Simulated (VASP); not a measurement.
Set up this calculation in VASP 6.6.1, as the native input.

| Property | Result |
| --- | --- |
| Task | relaxation of cell and atoms |
| Functional | PBE |
| Potentials or basis | VASP PAW PBE potentials, release 64 (Li_sv, H) |
| Cutoff | 600 eV |
| k mesh | 6 × 6 × 6 |
| Occupations | gaussian, width 0.1 eV |
| Spin | no spin polarisation |
| Dipole correction | no |
| Further INCAR settings | ALGO = Normal; EDIFF = 1e-06; IBRION = 2; EDIFFG = -0.04; NSW = 90; ISIF = 3 |

The structure of LiH5 lies in POSCAR:

```
LiH5
1.0
    4.2582567000      0.0000000000      0.0000000000
   -2.1291283500      3.6877584800      0.0000000000
    0.0000000000      0.0000000000      3.3116752400
Li H
1 5
Direct
    0.0000000000      0.0000000000      0.0739180000
    0.3333333300      0.6666666700      0.0140397600
    0.6666666700      0.3333333300      0.0140397600
    0.5000000000      0.0000000000      0.4660008200
    0.5000000000      0.5000000000      0.4660008200
    0.0000000000      0.5000000000      0.4660008200
```

The input as run:

INCAR

```
SYSTEM = LiH5
PREC     = Accurate       ! precision mode
ENCUT    = 600            ! plane-wave cutoff, eV
EDIFF    = 1E-6           ! SCF threshold, eV
ISMEAR   = 0              ! smearing method
SIGMA    = 0.1            ! smearing width, eV
LREAL    = .FALSE.        ! projectors in reciprocal space
LASPH    = .TRUE.         ! aspherical terms in the spheres
NELM     = 100            ! most SCF steps
ALGO     = Normal         ! electronic algorithm
ISIF     = 3              ! what is computed and relaxed
LWAVE    = .FALSE.        ! write WAVECAR
LCHARG   = .FALSE.        ! write CHGCAR
GGA      = PE             ! functional
IBRION   = 2              ! ionic algorithm
NSW      = 90             ! ionic steps
EDIFFG   = -0.04          ! ionic threshold
```

KPOINTS

```
regular mesh
0
G
  6 6 6
  0 0 0
```

Potentials or basis: VASP PAW PBE potentials, release 64 (Li_sv, H).

The run is started by

```bash
$ cat potpaw_PBE.64/Li_sv/POTCAR potpaw_PBE.64/H/POTCAR > POTCAR
$ mpirun -np 1 vasp_std > vasp.out
```

It gave:

The relaxed volume is 6.36 Å³/atom and the relaxed cell is a = 4.041 Å, b = 4.041 Å, c = 2.697 Å, α = 90.00°, β = 90.00°, γ = 120.00°. The space group after relaxing (to 0.05 Å) is P6mm (No. 183), the energy gained by relaxing is 678.5 meV/atom and the ionic steps are 26. The pressure after relaxing is 0.0 GPa, the largest force after relaxing is 0.019 eV/Å and the band gap on the k mesh is zero (band 4 reaches 1.61 eV, above the bottom of band 5 at 0.10 eV).

Caveat: the cutoff is under 1.25 times the usual one of these potentials, so pressure, stress and relaxed cells hold a basis-set (Pulay) error; the volume moved by over 15 % at a fixed basis, so the end points are rough.

Run time: 94 s on 1 thread of Intel(R) Xeon(R) 6975P-C (Granite Rapids), with other jobs on the host, peak memory 0.18 GiB.
